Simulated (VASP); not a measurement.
A run of VASP 6.6.1 is set up as follows.

Contents of INCAR:

```
SYSTEM = GaSb
PREC = Accurate ; ENCUT = 520
EDIFF = 1E-6 ; ISMEAR = 0
SIGMA = 0.15 ; LREAL = .FALSE.
LASPH = .TRUE. ; NELM = 60
ALGO = Normal ; ISIF = 2
LWAVE = .FALSE. ; LCHARG = .FALSE.
GGA = PS ; NBANDS = 16
```

KPOINTS

```
regular mesh
0
G
  14 14 14
  0 0 0
```

POSCAR

```
GaSb
1.0
    0.0000000000      3.0284100000      3.0590000000
    3.0590000000      0.0000000000      3.0590000000
    3.0590000000      3.0284100000      0.0000000000
Ga Sb
1 1
Direct
    0.0000000000      0.0000000000      0.0000000000
    0.7500000000      0.7500000000      0.7500000000
```

Potentials or basis: VASP PAW PBE potentials, release 64 (Ga_d, Sb).

Run with:

```sh
$ cat potpaw_PBE.64/Ga_d/POTCAR potpaw_PBE.64/Sb/POTCAR > POTCAR
$ mpirun -np 1 vasp_std > vasp.out
```

Problem. What does it give for the pressure?

Solution. 0.5 GPa.

Stress tensor (GPa, compression positive):
```
0.31 0.00 0.00
0.00 0.74 0.00
0.00 0.00 0.31
```

Caveat: the cell differs from its parent crystal (strain -0.0100 x Voigt [0, 1, 0, 0, 0, 0]); the PAW data sets were made with another functional, which shifts forces and pressure a little.
